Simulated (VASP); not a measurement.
Wanted: the native input for a VASP 6.6.1 run.

```yaml
Task: single point
Functional: PBE
Potentials_or_basis: VASP PAW PBE potentials, release 64 (Y_sv, S)
Cutoff: 520 eV
k_mesh: 4 × 4 × 4
Occupations: fermi-dirac, width 0.05 eV
Spin: no spin polarisation
Dipole_correction: no
Further_INCAR_settings: ALGO = Normal; EDIFF = 1e-06; NBANDS = 32
```

The structure of YS2 lies in POSCAR:

```
YS2
1.0
    0.0000000000      3.7514105537      3.7514105537
    3.7514105537      0.0000000000      3.7514105537
    3.7514105537      3.7514105537      0.0000000000
Y S
2 4
Direct
    0.0000000000      0.0000000000      0.0000000000
    0.2500000000      0.2500000000      0.2500000000
    0.6250000000      0.6250000000      0.6250000000
    0.1250000000      0.6250000000      0.6250000000
    0.6250000000      0.1250000000      0.6250000000
    0.6250000000      0.6250000000      0.1250000000
```

The input as run:

INCAR

```
SYSTEM = YS2
ALGO = Normal ; EDIFF = 1E-6
ENCUT = 520 ; GGA = PE
ISIF = 2 ; ISMEAR = -1
LASPH = .True. ; LCHARG = .False.
LREAL = .False. ; LWAVE = .False.
NBANDS = 32 ; NELM = 100
PREC = Accurate ; SIGMA = 0.05
```

KPOINTS

```
k-points
0
Gamma
  4 4 4
  0 0 0
```

Potentials or basis: VASP PAW PBE potentials, release 64 (Y_sv, S).

Run with:

```console
$ cat potpaw_PBE.64/Y_sv/POTCAR potpaw_PBE.64/S/POTCAR > POTCAR
$ mpirun -np 1 vasp_std > vasp.out
```

It gave:

```
Pressure               : 9.2 GPa
Band gap on the k mesh : zero (band 23 reaches 8.55 eV, above the bottom of band 24 at 7.70 eV)
```

Caveat: the k points lie up to 0.36 Å⁻¹ apart.

It took 33 s on 1 thread of AMD EPYC 7R13 Processor (Zen 3), with other jobs on the host, peak memory 0.22 GiB.
